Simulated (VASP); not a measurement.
# TiO2 (I4_1/amd) in VASP: a series of runs

Runs on TiO2. Level: PBE. Tasks: single point.

Everything below comes from runs of VASP 6.6.1. Logs are shortened: lines on timing, memory, paths and dates and some standing lists are left out, and cuts for length are marked.

## Step 1: The cell of the first run

Symmetry: I4_1/amd, No. 141, tetragonal system. The conventional cell has a = 3.799 Å, b = 3.799 Å, c = 9.702 Å, α = 90.00°, β = 90.00°, γ = 90.00°. Within 2.6 Å of Ti (site symmetry -4m2) lie 6 O at 1.95 to 2.00 Å. O (site symmetry 2mm) has 3 Ti at 1.95 to 2.00 Å and 2 O at 2.47 Å within 2.6 Å.

## Step 2: Single point, PBE

File INCAR:

```
SYSTEM = TiO2
  PREC = Accurate
  ENCUT = 520
  EDIFF = 1E-6
  ISMEAR = -1
  SIGMA = 0.02
  LREAL = .False.
  LASPH = .True.
  NELM = 60
  ALGO = Normal
  ISIF = 2
  LWAVE = .False.
  LCHARG = .True.
  GGA = PE
  LELF = .True.
  LVHAR = .True.
  NBANDS = 33
```

File KPOINTS:

```
Automatic mesh
0
Gamma
  8 8 8
  0 0 0
```

File POSCAR:

```
TiO2
1.0
   -1.8993469324      1.8993469324      4.8509865598
    1.8993469324     -1.8993469324      4.8509865598
    1.8993469324      1.8993469324     -4.8509865598
Ti O
2 4
Direct
    0.7500000000      0.2500000000      0.5000000000
    0.0000000000      0.0000000000      0.0000000000
    0.5435651703      0.0435651703      0.5000000000
    0.7935651703      0.7935651703      0.0000000000
    0.2064348297      0.2064348297      0.0000000000
    0.9564348297      0.4564348297      0.5000000000
```

Potentials or basis: VASP PAW PBE potentials, release 64 (Ti_sv, O).

Launch:

```sh
> cat potpaw_PBE.64/Ti_sv/POTCAR potpaw_PBE.64/O/POTCAR > POTCAR
> mpirun -np 1 vasp_std > vasp.out
```

OUTCAR:

```text
SYSTEM = TiO2
   PREC = Accurate
   ENCUT = 520
   EDIFF = 1E-6
   ISMEAR = -1
   LREAL = .False.
   LASPH = .True.
   NELM = 60
   ISIF = 2
   GGA = PE

 ion  position               nearest neighbor table
   1  0.750  0.250  0.500-   5 1.95   4 1.95   4 1.95   5 1.95   3 2.00   6 2.00
   2  0.000  0.000  0.000-   6 1.95   3 1.95   3 1.95   6 1.95   5 2.00   4 2.00
   3  0.544  0.044  0.500-   2 1.95   2 1.95   1 2.00
   4  0.794  0.794  0.000-   1 1.95   1 1.95   2 2.00
   5  0.206  0.206  0.000-   1 1.95   1 1.95   2 2.00
   6  0.956  0.456  0.500-   2 1.95   2 1.95   1 2.00

  LATTYP: Found a body centered tetragonal cell.
 ALAT       =     3.7986938648
 C/A-ratio  =     2.5540286912

  Lattice vectors:

 A1 = (  -1.8993469324,   1.8993469324,   4.8509865598)
 A2 = (   1.8993469324,  -1.8993469324,   4.8509865598)
 A3 = (   1.8993469324,   1.8993469324,  -4.8509865598)

Analysis of symmetry for initial positions (statically):
=====================================================================
 Subroutine PRICEL returns:
 Original cell was already a primitive cell.

 Routine SETGRP: Setting up the symmetry group for a
 body centered tetragonal supercell.

 Subroutine GETGRP returns: Found 16 space group operations
 (whereof  8 operations were pure point group operations)
 out of a pool of 16 trial point group operations.

The static configuration has the point symmetry D_2d.
 The point group associated with its full space group is D_4h.

Analysis of symmetry for dynamics (positions and initial velocities):
=====================================================================
 Subroutine PRICEL returns:
 Original cell was already a primitive cell.

 Routine SETGRP: Setting up the symmetry group for a
 body centered tetragonal supercell.

 Subroutine GETGRP returns: Found 16 space group operations
 (whereof  8 operations were pure point group operations)
 out of a pool of 16 trial point group operations.

The dynamic configuration has the point symmetry D_2d.
 The point group associated with its full space group is D_4h.

 Subroutine INISYM returns: Found 16 space group operations
 (whereof  8 operations are pure point group operations),
 and found     1 'primitive' translations

----------------------------------------------------------------------------------------

                                     Primitive cell

  volume of cell :      70.0001

  direct lattice vectors                    reciprocal lattice vectors
    -1.899346932  1.899346932  4.850986560     0.000000000  0.263248378  0.103071817
     1.899346932 -1.899346932  4.850986560     0.263248378  0.000000000  0.103071817
     1.899346932  1.899346932 -4.850986560     0.263248378  0.263248378  0.000000000

  length of vectors
     5.545007497  5.545007497  5.545007497     0.282707461  0.282707461  0.372289427

  position of ions in fractional coordinates (direct lattice)
     0.750000000  0.250000000  0.500000000
     0.000000000  0.000000000  0.000000000
     0.543565170  0.043565170  0.500000000
     0.793565170  0.793565170  0.000000000
     0.206434830  0.206434830  0.000000000
     0.956434830  0.456434830  0.500000000

  ion indices of the primitive-cell ions
   primitive index   ion index
                 1           1
                 2           2
                 3           3
                 4           4
                 5           5
                 6           6

----------------------------------------------------------------------------------------

 KPOINTS: Automatic mesh

Automatic generation of k-mesh.
 Grid dimensions read from file:
 generate k-points for:    8    8    8

 Generating k-lattice:

  Cartesian coordinates                     Fractional coordinates (reciprocal lattice)
     0.000000000  0.032906047  0.012883977     0.125000000  0.000000000  0.000000000
     0.032906047  0.000000000  0.012883977     0.000000000  0.125000000  0.000000000
     0.032906047  0.032906047  0.000000000     0.000000000  0.000000000  0.125000000

  Length of vectors
     0.035338433  0.035338433  0.046536178

  Shift w.r.t. Gamma in fractional coordinates (k-lattice)
     0.000000000  0.000000000  0.000000000

 Subroutine IBZKPT returns following result:
 ===========================================

 Found     59 irreducible k-points:

 Following reciprocal coordinates:
            Coordinates               Weight
  0.000000  0.000000  0.000000      1.000000
  0.125000  0.000000  0.000000      8.000000
  0.250000  0.000000  0.000000      8.000000
  0.375000  0.000000  0.000000      8.000000
  0.500000  0.000000  0.000000      4.000000
  0.125000  0.125000  0.000000      8.000000
[... 16 lines left out ...]
  0.250000  0.125000  0.125000     16.000000
  0.375000  0.125000  0.125000      8.000000
 [... further k-points ...]
   k-points           NKPTS =     59   k-points in BZ     NKDIM =     59   number of bands    NBANDS=     33
   number of dos      NEDOS =    301   number of ions     NIONS =      6
   total plane-waves  NPLWV =  74088
   dimension x,y,z NGX =    42 NGY =   42 NGZ =   42
   dimension x,y,z NGXF=    84 NGYF=   84 NGZF=   84
   ions per type =               2   4
   NGX,Y,Z   is equivalent  to a cutoff of  12.59, 12.59, 12.59 a.u.
   NGXF,Y,Z  is equivalent  to a cutoff of  25.18, 25.18, 25.18 a.u.
 SYSTEM =  TiO2
   PREC   = accura    normal or accurate (medium, high low for compatibility)
   ISTART =      0    job   : 0-new  1-cont  2-samecut
   ICHARG =      2    charge: 1-file 2-atom 10-const
   ISPIN  =      1    spin polarized calculation?
   LNONCOLLINEAR =      F non collinear calculations
   LSORBIT =      F    spin-orbit coupling
   LASPH  =      T    aspherical Exc in radial PAW
   ENCUT  =  520.0 eV  38.22 Ry    6.18 a.u.  10.31 10.31 10.31*2*pi/ulx,y,z
   NELM   =     60;   NELMIN=  2; NELMDL= -5     # of ELM steps
   EDIFF  = 0.1E-05   stopping-criterion for ELM
   LREAL  =      F    real-space projection
   EDIFFG = 0.1E-04   stopping-criterion for IOM
   NSW    =      0    number of steps for IOM
   IBRION =     -1    ionic relax: 0-MD 1-quasi-New 2-CG
   NFREE  =      0    steps in history (QN), initial steepest desc. (CG)
   ISIF   =      2    stress and relaxation
   ISYM   =      2    0-nonsym 1-usesym 2-fastsym
   POTIM  = 0.5000    time-step for ionic-motion
   TEBEG  =    0.0;   TEEND  =   0.0 temperature during run
   PSTRESS=    0.0 pullay stress
   NELECT =      48.0000    total number of electrons
   NUPDOWN=      -1.0000    fix difference up-down
   EMIN   =  10.00;   EMAX   =-10.00  energy-range for DOS
   EFERMI =   0.00;   METHOD = LEGACY
   ISMEAR =    -1;   SIGMA  =   0.02  broadening in eV -4-tet -1-fermi 0-gaus
   EFERMI_NEDOS =   21; number of points for ismear=-14 and -15
   IALGO  =     38    algorithm
   IMIX   =      4    mixing-type and parameters
     AMIX     =   0.40;   BMIX     =  1.00
     AMIX_MAG =   1.60;   BMIX_MAG =  1.00
  volume/ion in A,a.u.               =      11.67        78.73
  Fermi-wavevector in a.u.,A,eV,Ry     =   1.443629  2.728064 28.355434  2.084066
  Thomas-Fermi vector in A             =   2.562015
   LORBIT       =      0    0 simple, 1 ext, 2 COOP (PROOUT), +10 PAW based schemes
   GGA     = PE    functional components
   LHFCALC =     F    Hartree Fock is set to
   AEXX    =    0.0000 exact exchange contribution
   IVDW    =     0    specifies the selected vdW correction
   LEPSILON=     F    determine dielectric tensor
   LRPA    =     F    only Hartree local field effects (RPA)
 non-spin polarized calculation
  energy-cutoff  :      520.00
  volume of cell :       70.00
 maximum number of plane-waves:      1897
 NGX is ok and might be reduce to    42
   NGX = 21   NGY = 21   NGZ = 21

 number of electron      47.9999996 magnetization

 Free energy of the ion-electron system (eV)
  ---------------------------------------------------
  ext. energy  EPLUGINS =         0.00000000
  ---------------------------------------------------
  free energy    TOTEN  =       -53.86479977 eV

  energy without entropy =      -53.86479977  energy(sigma->0) =      -53.86479977

 E-fermi :   3.5742     XC(G=0): -10.5917

 val. band max:        3.1176446653   @ k =  -0.3750   0.3750   0.0000
 cond. band min:       5.2538780630   @ k =   0.0000   0.0000   0.0000
 fundamental gap:      2.1362333977
 Fermi energy:         3.5742160050

 k-point     1 :       0.0000    0.0000    0.0000
  band No.  band energies     occupation
      1     -53.3154      2.00000
      2     -53.2644      2.00000
      3     -29.7440      2.00000
      4     -29.5255      2.00000
      5     -29.5255      2.00000
      6     -29.4642      2.00000
[... 25 lines left out ...]
     32       8.2000      0.00000
     33       8.3437      0.00000

 k-point     2 :       0.1250    0.0000    0.0000
  band No.  band energies     occupation
      1     -53.3137      2.00000
      2     -53.2655      2.00000
      3     -29.7399      2.00000
      4     -29.5434      2.00000
      5     -29.5268      2.00000
      6     -29.4718      2.00000
[... 25 lines left out ...]
     32       8.4736      0.00000
     33       8.7247      0.00000

 k-point     3 :       0.2500    0.0000    0.0000
  band No.  band energies     occupation
      1     -53.3090      2.00000
      2     -53.2687      2.00000
      3     -29.7303      2.00000
      4     -29.5846      2.00000
      5     -29.5294      2.00000
      6     -29.4876      2.00000
[... 25 lines left out ...]
     32       8.8468      0.00000
     33       9.1723      0.00000

 k-point     4 :       0.3750    0.0000    0.0000
  band No.  band energies     occupation
      1     -53.3034      2.00000
      2     -53.2728      2.00000
      3     -29.7204      2.00000
      4     -29.6259      2.00000
      5     -29.5318      2.00000
      6     -29.4981      2.00000
[... 673 lines left out ...]
     32       9.5386      0.00000
     33       9.9397      0.00000

 k-point    23 :       0.2500    0.1250    0.1250
  band No.  band energies     occupation
      1     -53.2988      2.00000
      2     -53.2753      2.00000
      3     -29.7196      2.00000
      4     -29.6446      2.00000
      5     -29.5645      2.00000
      6     -29.5267      2.00000
[... 25 lines left out ...]
     32       9.5839      0.00000
     33      10.1200      0.00000

 k-point    24 :       0.3750    0.1250    0.1250
  band No.  band energies     occupation
      1     -53.2958      2.00000
      2     -53.2778      2.00000
      3     -29.7145      2.00000
      4     -29.6617      2.00000
      5     -29.5661      2.00000
      6     -29.5325      2.00000
[... 25 lines left out ...]
     32       9.5628      0.00000
     33      10.1297      0.00000

 [... further k-points ...]
[... 5 lines left out ...]
  --------------------------------------------------------------------------------------
  -------------------------------------------------------------------------------------
  Total        0.2793326      0.2793326      0.2977201      0.0000000      0.0000000      0.0000000
  in kB        6.3934243      6.3934243      6.8142826      0.0000000      0.0000000      0.0000000
  external PRESSURE =       6.5337104 kB  Pullay stress =       0.0000000 kB

 VOLUME and BASIS-vectors are now :
 -----------------------------------------------------------------------------
  energy-cutoff  :      520.00
  volume of cell :       70.00
      direct lattice vectors                 reciprocal lattice vectors
    -1.899346932  1.899346932  4.850986560     0.000000000  0.263248378  0.103071817
     1.899346932 -1.899346932  4.850986560     0.263248378  0.000000000  0.103071817
     1.899346932  1.899346932 -4.850986560     0.263248378  0.263248378  0.000000000

 POSITION                                       TOTAL-FORCE (eV/Angst)
 -----------------------------------------------------------------------------------
      0.00000      1.89935      2.42549        -0.000000     -0.000000      0.000000
      0.00000      0.00000      0.00000        -0.000000     -0.000000      0.000000
     -0.00000      1.89935      0.42267         0.000000     -0.000000     -0.018876
      0.00000      0.00000      7.69915        -0.000000      0.000000     -0.018876
      0.00000      0.00000      2.00283        -0.000000      0.000000      0.018876
      0.00000      1.89935      4.42832         0.000000     -0.000000      0.018876
 -----------------------------------------------------------------------------------
    total drift:                               -0.000000     -0.000000      0.000000

  FREE ENERGIE OF THE ION-ELECTRON SYSTEM (eV)
  ---------------------------------------------------
  free  energy   TOTEN  =       -53.8647997727 eV

  energy  without entropy=      -53.8647997727  energy(sigma->0) =      -53.86479977
```

Run time: 3.9 min. Hardware: 1 thread of Intel Xeon Platinum 8488C (Sapphire Rapids), shared host; peak memory 0.31 GiB.

What came out:

```
Free energy            : -53.8648 eV
Pressure               : 0.7 GPa
Largest force          : 0.019 eV/Å
Band gap on the k mesh : 2.14 eV, indirect (least direct gap 2.41 eV)
```

Forces in eV/Å, atoms in the order of the input:
```
Ti   0.000  0.000  0.000
Ti   0.000  0.000  0.000
O    0.000  0.000 -0.019
O    0.000  0.000 -0.019
O    0.000  0.000  0.019
O    0.000  0.000  0.019
```

A k mesh can miss the band edges. A hybrid or GW would open this gap; PBE tends to underestimate it.

## Step 3: Single point, PBE

This run uses another cell than the first one, of 11.40 Å³/atom, 0.977 times its volume.

File INCAR:

```
ALGO = Normal ; EDIFF = 1E-6
ENCUT = 520 ; GGA = PE
ISIF = 2 ; ISMEAR = -1
LASPH = True ; LCHARG = False
LREAL = False ; LWAVE = False
NBANDS = 33 ; NELM = 80
PREC = Accurate ; SIGMA = 0.02
```

File KPOINTS:

```
k-points
0
Gamma
  10 10 10
```

File POSCAR:

```
TiO2
1.0
   -1.8888988106      1.8888988106      4.7917154967
    1.8888988106     -1.8888988106      4.7917154967
    1.8888988106      1.8888988106     -4.7917154967
Ti O
2 4
Direct
    0.7500000000      0.2500000000      0.5000000000
    0.0000000000      0.0000000000      0.0000000000
    0.5427139662      0.0427139662      0.5000000000
    0.7927139662      0.7927139662      0.0000000000
    0.2072860338      0.2072860338      0.0000000000
    0.9572860338      0.4572860338      0.5000000000
```

Potentials or basis: VASP PAW PBE potentials, release 64 (Ti_sv, O).

Launch:

```sh
> cat potpaw_PBE.64/Ti_sv/POTCAR potpaw_PBE.64/O/POTCAR > POTCAR
> mpirun -np 1 vasp_std > vasp.out
```

OUTCAR:

```text
EDIFF = 1E-6
   ENCUT = 520
   GGA = PE
   ISIF = 2
   ISMEAR = -1
   LASPH = True
   LREAL = False
   NELM = 80
   PREC = Accurate

 ion  position               nearest neighbor table
   1  0.750  0.250  0.500-   4 1.93   5 1.93   4 1.93   5 1.93   3 1.99   6 1.99
   2  0.000  0.000  0.000-   3 1.93   6 1.93   3 1.93   6 1.93   5 1.99   4 1.99
   3  0.543  0.043  0.500-   2 1.93   2 1.93   1 1.99
   4  0.793  0.793  0.000-   1 1.93   1 1.93   2 1.99
   5  0.207  0.207  0.000-   1 1.93   1 1.93   2 1.99
   6  0.957  0.457  0.500-   2 1.93   2 1.93   1 1.99

[... 1072 lines left out ...]
  -------------------------------------------------------------------------------------
  Total        2.2237866      2.2237866      2.4336500      0.0000000      0.0000000      0.0000000
  in kB       52.0997091     52.0997091     57.0164662      0.0000000      0.0000000      0.0000000
  external PRESSURE =      53.7386282 kB  Pullay stress =       0.0000000 kB

 VOLUME and BASIS-vectors are now :
 -----------------------------------------------------------------------------
  energy-cutoff  :      520.00
  volume of cell :       68.39
      direct lattice vectors                 reciprocal lattice vectors
    -1.888898811  1.888898811  4.791715497     0.000000000  0.264704492  0.104346763
     1.888898811 -1.888898811  4.791715497     0.264704492  0.000000000  0.104346763
     1.888898811  1.888898811 -4.791715497     0.264704492  0.264704492  0.000000000

 POSITION                                       TOTAL-FORCE (eV/Angst)
 -----------------------------------------------------------------------------------
     -0.00000      1.88890      2.39586        -0.000000     -0.000000     -0.000000
      0.00000      0.00000      0.00000        -0.000000     -0.000000     -0.000000
      0.00000      1.88890      0.40935        -0.000000      0.000000     -0.106773
      0.00000      0.00000      7.59692         0.000000     -0.000000     -0.106773
      0.00000      0.00000      1.98651         0.000000     -0.000000      0.106773
      0.00000      1.88890      4.38237        -0.000000      0.000000      0.106773
 -----------------------------------------------------------------------------------
    total drift:                               -0.000000     -0.000000     -0.000000

  FREE ENERGIE OF THE ION-ELECTRON SYSTEM (eV)
  ---------------------------------------------------
  free  energy   TOTEN  =       -53.8340834239 eV

  energy  without entropy=      -53.8340834239  energy(sigma->0) =      -53.83408342
```

It took 7.2 min on 1 thread of Intel Xeon Platinum 8488C (Sapphire Rapids), shared host; peak memory 0.37 GiB.

Results:

```yaml
Free_energy: -53.8341 eV
Pressure: 5.4 GPa
Largest_force: 0.107 eV/Å
Band_gap_on_the_k_mesh: 2.14 eV, indirect (least direct gap 2.45 eV)
```

Forces on the atoms (eV/Å):
```
Ti   0.000  0.000  0.000
Ti   0.000  0.000  0.000
O    0.000  0.000 -0.107
O    0.000  0.000 -0.107
O    0.000  0.000  0.107
O    0.000  0.000  0.107
```

Stress tensor (GPa, compression positive):
```
5.21 0.00 0.00
0.00 5.21 0.00
0.00 0.00 5.70
```

Levels at points of the mesh, in eV from the valence-band top:
| k point | band 21 | band 22 | band 23 | band 24 | band 25 | band 26 | band 27 | band 28 |
| --- | --- | --- | --- | --- | --- | --- | --- | --- |
| (0.00, 0.00, 0.00) | -0.77 | -0.77 | -0.45 | -0.45 | 2.14 | 2.85 | 4.04 | 4.04 |
| (0.50, 0.00, 0.00) | -1.94 | -0.92 | -0.83 | -0.64 | 3.25 | 3.56 | 3.58 | 3.64 |
| (0.50, 0.50, 0.00) | -2.03 | -2.03 | -0.04 | -0.04 | 3.32 | 3.32 | 3.80 | 3.80 |
| (0.50, 0.50, 0.50) | -1.24 | -1.24 | -0.10 | -0.10 | 2.48 | 2.48 | 3.78 | 3.78 |

A k mesh can miss the band edges.
